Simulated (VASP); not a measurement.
Ti, 2 atoms in the cell. The structure is hexagonal, space group P6_3/mmc (No. 194). The conventional cell has a = 2.950 Å, b = 2.950 Å, c = 4.680 Å, α = 90.00°, β = 90.00°, γ = 120.00°. Ti (site symmetry -6m2) has 12 Ti at 2.89 to 2.95 Å within 3.8 Å. 

* Program: VASP 6.6.1
* Task: single point
* Functional: PBE
* Potentials or basis: VASP PAW PBE potentials, release 64 (Ti_sv)
* Cutoff: 520 eV
* k mesh: 4 × 4 × 2
* Occupations: fermi-dirac, width 0.06 eV
* Spin: no spin polarisation
* Dipole correction: no
* Further INCAR settings: ALGO = Normal; EDIFF = 1e-06; NBANDS = 19

Potentials or basis: VASP PAW PBE potentials, release 64 (Ti_sv).

Command:

```bash
$ cat potpaw_PBE.64/Ti_sv/POTCAR > POTCAR
$ mpirun -np 1 vasp_std > vasp.out
```

Hardware: 1 thread of Intel Xeon 6975P-C, with other jobs on the host.

Question: Estimate the wall time of this run.

Answer: Wall time 9.1 s on 1 thread of Intel Xeon 6975P-C (shared host), peak memory 0.14 GiB. Counts: scf iterations 15, k points 8.
